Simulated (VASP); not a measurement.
# Hf (P6_3/mmc) in VASP: further runs

The runs below take Hf through single point, with PBE.

Everything below comes from runs of VASP 6.6.1. Logs are shortened: lines on timing, memory, paths and dates and some standing lists are left out, and cuts for length are marked.

**1. The cell of the first run**

It takes space group P6_3/mmc (No. 194, hexagonal). Conventional cell: a = 3.181 Å, b = 3.181 Å, c = 5.108 Å, α = 90.00°, β = 90.00°, γ = 120.00°. Hf (site symmetry -6m2) has 12 Hf at 3.15 to 3.18 Å within 4.1 Å.

**2. Single point, PBE (z stretched by +1 % at fixed volume)**

The input, INCAR:

```
ALGO     = Normal         # electronic algorithm
EDIFF    = 1E-6           # SCF threshold, eV
ENCUT    = 500            # plane-wave cutoff, eV
GGA      = PE             # functional
GGA_COMPAT= False        
ISIF     = 2              # what is computed and relaxed
ISMEAR   = -1             # smearing method
LASPH    = True           # aspherical terms in the spheres
LCHARG   = True           # write CHGCAR
LELF     = True           # ELF
LREAL    = False          # projectors in reciprocal space
LVHAR    = True         
LWAVE    = False          # write WAVECAR
NBANDS   = 17             # bands
NELM     = 120            # most SCF steps
PREC     = Accurate       # precision mode
SIGMA    = 0.05           # smearing width, eV
```

The input, KPOINTS:

```
k-points
0
Gamma
  13 13 7
```

The input, POSCAR:

```
Hf
1.0
    3.1808339174      0.0000000000      0.0000000000
   -1.5904169587      2.7546829777      0.0000000000
    0.0000000000      0.0000000000      5.1083780000
Hf
2
Direct
    0.3333333333      0.6666666667      0.2500000000
    0.6666666667      0.3333333333      0.7500000000
```

Potentials or basis: VASP PAW PBE potentials, release 64 (Hf_pv).

On the command line:

```bash
> cat potpaw_PBE.64/Hf_pv/POTCAR > POTCAR
> mpirun -np 1 vasp_std > vasp.out
```

OUTCAR:

```text
EDIFF = 1E-6
   ENCUT = 500
   GGA = PE
   ISIF = 2
   ISMEAR = -1
   LASPH = True
   LREAL = False
   NELM = 120
   PREC = Accurate

 ion  position               nearest neighbor table
   1  0.333  0.667  0.250-   2 3.15   2 3.15   2 3.15   2 3.15   2 3.15   2 3.15
   2  0.667  0.333  0.750-   1 3.15   1 3.15   1 3.15   1 3.15   1 3.15   1 3.15

  LATTYP: Found a hexagonal cell.
 ALAT       =     3.1808339174
 C/A-ratio  =     1.6059870250

  Lattice vectors:

 A1 = (   3.1808339174,   0.0000000000,   0.0000000000)
 A2 = (  -1.5904169587,   2.7546829777,   0.0000000000)
 A3 = (   0.0000000000,   0.0000000000,   5.1083780000)

Analysis of symmetry for initial positions (statically):
=====================================================================
 Subroutine PRICEL returns:
 Original cell was already a primitive cell.

 Routine SETGRP: Setting up the symmetry group for a
 hexagonal supercell.

 Subroutine GETGRP returns: Found 24 space group operations
 (whereof 12 operations were pure point group operations)
 out of a pool of 24 trial point group operations.

The static configuration has the point symmetry D_3d.
 The point group associated with its full space group is D_6h.

Analysis of symmetry for dynamics (positions and initial velocities):
=====================================================================
 Subroutine PRICEL returns:
 Original cell was already a primitive cell.

 Routine SETGRP: Setting up the symmetry group for a
 hexagonal supercell.

 Subroutine GETGRP returns: Found 24 space group operations
 (whereof 12 operations were pure point group operations)
 out of a pool of 24 trial point group operations.

The dynamic configuration has the point symmetry D_3d.
 The point group associated with its full space group is D_6h.

 Subroutine INISYM returns: Found 24 space group operations
 (whereof 12 operations are pure point group operations),
 and found     1 'primitive' translations

----------------------------------------------------------------------------------------

                                     Primitive cell

  volume of cell :      44.7606

  direct lattice vectors                    reciprocal lattice vectors
     3.180833917  0.000000000  0.000000000     0.314382966  0.181509090  0.000000000
    -1.590416959  2.754682978  0.000000000     0.000000000  0.363018180  0.000000000
     0.000000000  0.000000000  5.108378000     0.000000000  0.000000000  0.195756853

  length of vectors
     3.180833917  3.180833917  5.108378000     0.363018180  0.363018180  0.195756853

  position of ions in fractional coordinates (direct lattice)
     0.333333333  0.666666667  0.250000000
     0.666666667  0.333333333  0.750000000

  ion indices of the primitive-cell ions
   primitive index   ion index
                 1           1
                 2           2

----------------------------------------------------------------------------------------

 KPOINTS: k-points

Automatic generation of k-mesh.
 Grid dimensions read from file:
 generate k-points for:   13   13    7

 Generating k-lattice:

  Cartesian coordinates                     Fractional coordinates (reciprocal lattice)
     0.024183305  0.013962238  0.000000000     0.076923077  0.000000000  0.000000000
     0.000000000  0.027924475  0.000000000     0.000000000  0.076923077  0.000000000
     0.000000000  0.000000000  0.027965265     0.000000000  0.000000000  0.142857143

  Length of vectors
     0.027924475  0.027924475  0.027965265

  Shift w.r.t. Gamma in fractional coordinates (k-lattice)
     0.000000000  0.000000000  0.000000000

 Subroutine IBZKPT returns following result:
 ===========================================

 Found     84 irreducible k-points:

 Following reciprocal coordinates:
            Coordinates               Weight
  0.000000  0.000000  0.000000      1.000000
  0.076923  0.000000  0.000000      6.000000
  0.153846  0.000000  0.000000      6.000000
  0.230769 -0.000000  0.000000      6.000000
  0.307692  0.000000  0.000000      6.000000
  0.384615  0.000000  0.000000      6.000000
[... 16 lines left out ...]
  0.076923  0.000000  0.142857     12.000000
  0.153846  0.000000  0.142857     12.000000
 [... further k-points ...]
   k-points           NKPTS =     84   k-points in BZ     NKDIM =     84   number of bands    NBANDS=     17
   number of dos      NEDOS =    301   number of ions     NIONS =      2
   total plane-waves  NPLWV =  23040
   dimension x,y,z NGX =    24 NGY =   24 NGZ =   40
   dimension x,y,z NGXF=    48 NGYF=   48 NGZF=   80
   ions per type =               2
   NGX,Y,Z   is equivalent  to a cutoff of  12.54, 12.54, 13.02 a.u.
   NGXF,Y,Z  is equivalent  to a cutoff of  25.09, 25.09, 26.04 a.u.
 SYSTEM =  unknown system
   PREC   = accura    normal or accurate (medium, high low for compatibility)
   ISTART =      0    job   : 0-new  1-cont  2-samecut
   ICHARG =      2    charge: 1-file 2-atom 10-const
   ISPIN  =      1    spin polarized calculation?
   LNONCOLLINEAR =      F non collinear calculations
   LSORBIT =      F    spin-orbit coupling
   LASPH  =      T    aspherical Exc in radial PAW
   ENCUT  =  500.0 eV  36.75 Ry    6.06 a.u.   5.80  5.80  9.31*2*pi/ulx,y,z
   NELM   =    120;   NELMIN=  2; NELMDL= -5     # of ELM steps
   EDIFF  = 0.1E-05   stopping-criterion for ELM
   LREAL  =      F    real-space projection
   EDIFFG = 0.1E-04   stopping-criterion for IOM
   NSW    =      0    number of steps for IOM
   IBRION =     -1    ionic relax: 0-MD 1-quasi-New 2-CG
   NFREE  =      0    steps in history (QN), initial steepest desc. (CG)
   ISIF   =      2    stress and relaxation
   ISYM   =      2    0-nonsym 1-usesym 2-fastsym
   POTIM  = 0.5000    time-step for ionic-motion
   TEBEG  =    0.0;   TEEND  =   0.0 temperature during run
   PSTRESS=    0.0 pullay stress
   NELECT =      20.0000    total number of electrons
   NUPDOWN=      -1.0000    fix difference up-down
   EMIN   =  10.00;   EMAX   =-10.00  energy-range for DOS
   EFERMI =   0.00;   METHOD = LEGACY
   ISMEAR =    -1;   SIGMA  =   0.05  broadening in eV -4-tet -1-fermi 0-gaus
   EFERMI_NEDOS =   21; number of points for ismear=-14 and -15
   IALGO  =     38    algorithm
   IMIX   =      4    mixing-type and parameters
     AMIX     =   0.40;   BMIX     =  1.00
     AMIX_MAG =   1.60;   BMIX_MAG =  1.00
  volume/ion in A,a.u.               =      22.38       151.03
  Fermi-wavevector in a.u.,A,eV,Ry     =   1.251564  2.365112 21.312324  1.566412
  Thomas-Fermi vector in A             =   2.385505
   LORBIT       =      0    0 simple, 1 ext, 2 COOP (PROOUT), +10 PAW based schemes
   GGA     = PE    functional components
   LHFCALC =     F    Hartree Fock is set to
   AEXX    =    0.0000 exact exchange contribution
   IVDW    =     0    specifies the selected vdW correction
   LEPSILON=     F    determine dielectric tensor
   LRPA    =     F    only Hartree local field effects (RPA)
 non-spin polarized calculation
  energy-cutoff  :      500.00
  volume of cell :       44.76
 maximum number of plane-waves:      1158
 NGX is ok and might be reduce to    24
   NGX = 11   NGY = 11   NGZ = 19

 number of electron      20.0000005 magnetization

 Free energy of the ion-electron system (eV)
  ---------------------------------------------------
  ext. energy  EPLUGINS =         0.00000000
  ---------------------------------------------------
  free energy    TOTEN  =       -19.85247760 eV

  energy without entropy =      -19.83882867  energy(sigma->0) =      -19.84565314

 E-fermi :   4.9095     XC(G=0): -11.2816

 val. band max:        4.8988119006   @ k =   0.3077   0.2308   0.2857
 cond. band min:       4.9096852061   @ k =   0.3077   0.2308   0.4286
 fundamental gap:      0.0108733055
 Fermi energy:         4.9094596146

 k-point     1 :       0.0000    0.0000    0.0000
  band No.  band energies     occupation
      1     -26.1411      2.00000
      2     -25.3983      2.00000
      3     -25.3983      2.00000
      4     -25.3028      2.00000
      5     -25.2804      2.00000
      6     -25.2804      2.00000
[... 9 lines left out ...]
     16       7.6719      0.00000
     17      10.2713      0.00000

 k-point     2 :       0.0769    0.0000    0.0000
  band No.  band energies     occupation
      1     -26.1258      2.00000
      2     -25.4326      2.00000
      3     -25.4094      2.00000
      4     -25.3164      2.00000
      5     -25.3092      2.00000
      6     -25.2853      2.00000
[... 9 lines left out ...]
     16       7.4992      0.00000
     17      10.4051      0.00000

 k-point     3 :       0.1538    0.0000    0.0000
  band No.  band energies     occupation
      1     -26.0819      2.00000
      2     -25.5276      2.00000
      3     -25.4395      2.00000
      4     -25.4141      2.00000
      5     -25.3286      2.00000
      6     -25.2996      2.00000
[... 9 lines left out ...]
     16       7.5530      0.00000
     17      10.6881      0.00000

 k-point     4 :       0.2308   -0.0000    0.0000
  band No.  band energies     occupation
      1     -26.0147      2.00000
      2     -25.6615      2.00000
      3     -25.5465      2.00000
      4     -25.4803      2.00000
      5     -25.3612      2.00000
      6     -25.3210      2.00000
[... 9 lines left out ...]
     16       8.3109      0.00000
     17      10.9596      0.00000
[... 343 lines left out ...]
      1     -26.1022      2.00000
      2     -25.3925      2.00000
      3     -25.3925      2.00000
      4     -25.3472      2.00000
      5     -25.2863      2.00000
      6     -25.2863      2.00000
[... 9 lines left out ...]
     16       7.9499      0.00000
     17      10.3304      0.00000

 k-point    23 :       0.0769    0.0000    0.1429
  band No.  band energies     occupation
      1     -26.0888      2.00000
      2     -25.4260      2.00000
      3     -25.4033      2.00000
      4     -25.3680      2.00000
      5     -25.3064      2.00000
      6     -25.2915      2.00000
[... 9 lines left out ...]
     16       7.8224      0.00000
     17      10.4476      0.00000

 k-point    24 :       0.1538    0.0000    0.1429
  band No.  band energies     occupation
      1     -26.0510      2.00000
      2     -25.5185      2.00000
      3     -25.4499      2.00000
      4     -25.4327      2.00000
      5     -25.3366      2.00000
      6     -25.3066      2.00000
[... 9 lines left out ...]
     16       7.7069      0.00000
     17      10.6617      0.00000

 [... further k-points ...]

------------------------ aborting loop because EDIFF is reached ----------------------------------------

  FORCE on cell =-STRESS in cart. coord.  units (eV):
  Direction    XX          YY          ZZ          XY          YZ          ZX
  --------------------------------------------------------------------------------------
  -------------------------------------------------------------------------------------
  Total        0.2786480      0.2786480     -0.3076100      0.0000000      0.0000000      0.0000000
  in kB        9.9740333      9.9740333    -11.0107132      0.0000000      0.0000000      0.0000000
  external PRESSURE =       2.9791178 kB  Pullay stress =       0.0000000 kB

 VOLUME and BASIS-vectors are now :
 -----------------------------------------------------------------------------
  energy-cutoff  :      500.00
  volume of cell :       44.76
      direct lattice vectors                 reciprocal lattice vectors
     3.180833917  0.000000000  0.000000000     0.314382966  0.181509090  0.000000000
    -1.590416959  2.754682978  0.000000000     0.000000000  0.363018180  0.000000000
     0.000000000  0.000000000  5.108378000     0.000000000  0.000000000  0.195756853

 POSITION                                       TOTAL-FORCE (eV/Angst)
 -----------------------------------------------------------------------------------
     -0.00000      1.83646      1.27709         0.000000     -0.000000      0.000000
      1.59042      0.91823      3.83128         0.000000      0.000000      0.000000
 -----------------------------------------------------------------------------------
    total drift:                               -0.000000      0.000000     -0.000000

  FREE ENERGIE OF THE ION-ELECTRON SYSTEM (eV)
  ---------------------------------------------------
  free  energy   TOTEN  =       -19.8524775987 eV

  energy  without entropy=      -19.8388286714  energy(sigma->0) =      -19.84565314
```

Wall time 37 s (1 thread of AMD EPYC 9R45 (Zen 5), shared host); peak memory 0.16 GiB.

What came out:

```
Free energy            : -19.8525 eV
Pressure               : 0.3 GPa
Band gap on the k mesh : zero (bands 10 and 11 overlap by 1.60 eV)
```

Stress tensor (GPa, compression positive):
```
 1.00  0.00  0.00
 0.00  1.00  0.00
 0.00  0.00 -1.10
```

Caveat: spin-orbit coupling is left out, which moves the levels of the heavy elements.

**3. Single point, PBE**

The input, INCAR:

```
SYSTEM = Hf
PREC     = Accurate       ! precision mode
ENCUT    = 500            ! plane-wave cutoff, eV
EDIFF    = 1E-6           ! SCF threshold, eV
ISMEAR   = -5             ! smearing method
SIGMA    = 0.1            ! smearing width, eV
LREAL    = .FALSE.        ! projectors in reciprocal space
LASPH    = .TRUE.         ! aspherical terms in the spheres
NELM     = 120            ! most SCF steps
ALGO     = Normal         ! electronic algorithm
ISIF     = 2              ! what is computed and relaxed
LWAVE    = .FALSE.        ! write WAVECAR
LCHARG   = .FALSE.        ! write CHGCAR
GGA      = PE             ! functional
NBANDS   = 17             ! bands
GGA_COMPAT= .FALSE.
```

The input, KPOINTS:

```
regular mesh
0
G
  13 13 7
  0 0 0
```

POSCAR is that of step 2.

Potentials or basis: VASP PAW PBE potentials, release 64 (Hf_pv).

On the command line:

```bash
> cat potpaw_PBE.64/Hf_pv/POTCAR > POTCAR
> mpirun -np 1 vasp_std > vasp.out
```

Run time: 36 s. Hardware: 1 thread of AMD EPYC 9R45 (Zen 5), shared host; peak memory 0.16 GiB.

Results (log left out):

```
Free energy            : -19.8466 eV
Pressure               : 0.3 GPa
Band gap on the k mesh : zero (bands 10 and 11 overlap by 1.60 eV)
```

Stress tensor (GPa, compression positive):
```
 0.88  0.00  0.00
 0.00  0.88  0.00
 0.00  0.00 -0.94
```

Levels at points of the mesh, in eV from the Fermi level:
| k point | band 8 | band 9 | band 10 | band 11 | band 12 | band 13 |
| --- | --- | --- | --- | --- | --- | --- |
| (0.00, 0.00, 0.00) | -3.77 | 0.49 | 1.19 | 1.19 | 1.29 | 1.97 |

Caveat: spin-orbit coupling is left out, which moves the levels of the heavy elements; tetrahedron occupations give inexact forces and stress in metals.
